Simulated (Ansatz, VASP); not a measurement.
## Rh in VASP and in Ansatz

```
CELL_PARAMETERS angstrom
0.00000 1.88057 1.88057
1.88057 0.00000 1.88057
1.88057 1.88057 0.00000
ATOMIC_POSITIONS crystal
Rh 0.00000 0.00000 0.00000
```

Alike in both runs: task single point; functional PBEsol; k mesh 18 × 18 × 18; occupations gaussian, width 0.05 eV; no spin polarisation.

```csv
,VASP,Ansatz
version,VASP 6.6.1,Ansatz 0.2.0
potentials or method,"VASP PAW PBE potentials, release 64 (Rh_pv), cutoff 520 eV","scalar-relativistic, plane waves, PAW"
valence electrons in the cell,15,17
```

VASP gave:

```
pressure (GPa) : 4.5
```

Problem. What did Ansatz give for the same quantities?

Solution. Pressure (GPa): 4.6.

VASP's potentials were made for PBE, not for PBEsol. VASP's potentials hold 15 valence electrons a cell and Ansatz's 17, so a difference there can come from the potentials and not from the codes.
